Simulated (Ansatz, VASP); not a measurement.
**One calculation of KCdF3, two programs**

INCAR

```
SYSTEM = KCdF3
PREC     = Accurate       ! precision mode
ENCUT    = 520            ! plane-wave cutoff, eV
EDIFF    = 1E-7           ! SCF threshold, eV
ISMEAR   = 0              ! smearing method
SIGMA    = 0.05           ! smearing width, eV
LREAL    = .FALSE.        ! projectors in reciprocal space
LASPH    = .TRUE.         ! aspherical terms in the spheres
NELM     = 100            ! most SCF steps
ALGO     = Normal         ! electronic algorithm
ISIF     = 2              ! what is computed and relaxed
LWAVE    = .FALSE.        ! write WAVECAR
LCHARG   = .FALSE.        ! write CHGCAR
NBANDS   = 29             ! bands
```

The input KPOINTS:

```
regular mesh
0
G
  6 6 6
  0 0 0
```

The input POSCAR:

```
KCdF3
1.0
    4.2506263494      0.0000000000      0.0000000000
    0.0000000000      4.2506263494      0.0000000000
    0.0000000000      0.0000000000      4.3820890200
K Cd F
1 1 3
Direct
    0.0000000000      0.0000000000      0.0000000000
    0.5000000000      0.5000000000      0.5000000000
    0.0000000000      0.5000000000      0.5000000000
    0.5000000000      0.0000000000      0.5000000000
    0.5000000000      0.5000000000      0.0000000000
```

Input for Ansatz:

```yaml
crystal:
  lattice:
    - [4.2506263494, 0.0, 0.0]
    - [0.0, 4.2506263494, 0.0]
    - [0.0, 0.0, 4.38208902]
  atoms:
    - { symbol: K, position: [0.0, 0.0, 0.0] }
    - { symbol: Cd, position: [0.5, 0.5, 0.5] }
    - { symbol: F, position: [0.0, 0.5, 0.5] }
    - { symbol: F, position: [0.5, 0.0, 0.5] }
    - { symbol: F, position: [0.5, 0.5, 0.0] }
basis:
  ecutwfc: 420
kpoints:
  mp_grid: { grid: [6, 6, 6] }
hamiltonian:
  xc: lda
scf:
  occupations: { method: gaussian, width: 0.05 }
output:
  forces: true
  stress: true
  eigenvalues: true
```

Change from the starting cell: strain -0.0300 x Voigt [1, 1, 0, 0, 0, 0], atoms carried along.

Alike in both runs: task single point; functional LDA; k mesh 6 × 6 × 6; occupations gaussian, width 0.05 eV; no spin polarisation.

|  | VASP | Ansatz |
| --- | --- | --- |
| version | VASP 6.6.1 | Ansatz 0.2.0 |
| potentials or method | VASP PAW LDA potentials, release 64 (K_sv, Cd, F), cutoff 520 eV | scalar-relativistic, plane waves, PAW |
| valence electrons in the cell | 42 | 50 |

```tsv
	VASP	Ansatz	Ansatz less VASP
gap on the k mesh at the Fermi level (eV)	2.70	2.71	+0.016
least direct gap on the mesh (eV)	4.94	4.97	+0.027
pressure (GPa)	1.5	0.6	-0.91
traceless stress, the component that is largest in VASP (GPa)	-2.31	-2.12	+0.188
```

LDA's correlation is that of Perdew and Zunger in VASP and of Perdew and Wang (1992) in Ansatz. VASP's potentials hold 42 valence electrons a cell and Ansatz's 50, so a difference there can come from the potentials and not from the codes.
